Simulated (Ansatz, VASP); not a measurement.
# Two plane-wave programs on MgO

```
CELL_PARAMETERS angstrom
0.00000 2.14176 2.14176
2.14176 0.00000 2.14176
2.14176 2.14176 0.00000
ATOMIC_POSITIONS crystal
Mg 0.00000 0.00000 0.00000
O 0.50000 0.50000 0.50000
```

Alike in both runs: task single point; functional PBE; k mesh 7 × 7 × 7; occupations gaussian, width 0.05 eV; no spin polarisation.

|  | VASP | Ansatz |
| --- | --- | --- |
| version | VASP 6.6.1 | Ansatz 0.2.0 |
| potentials or method | VASP PAW PBE potentials, release 64 (Mg_sv, O), cutoff 840 eV | PAW plane waves |
| valence electrons in the cell | 16 | 16 |

```tsv
	VASP	Ansatz	Ansatz less VASP
gap on the k mesh at the Fermi level (eV)	4.27	4.27	+0.004
pressure (GPa)	-3.0	-3.0	0.00
```
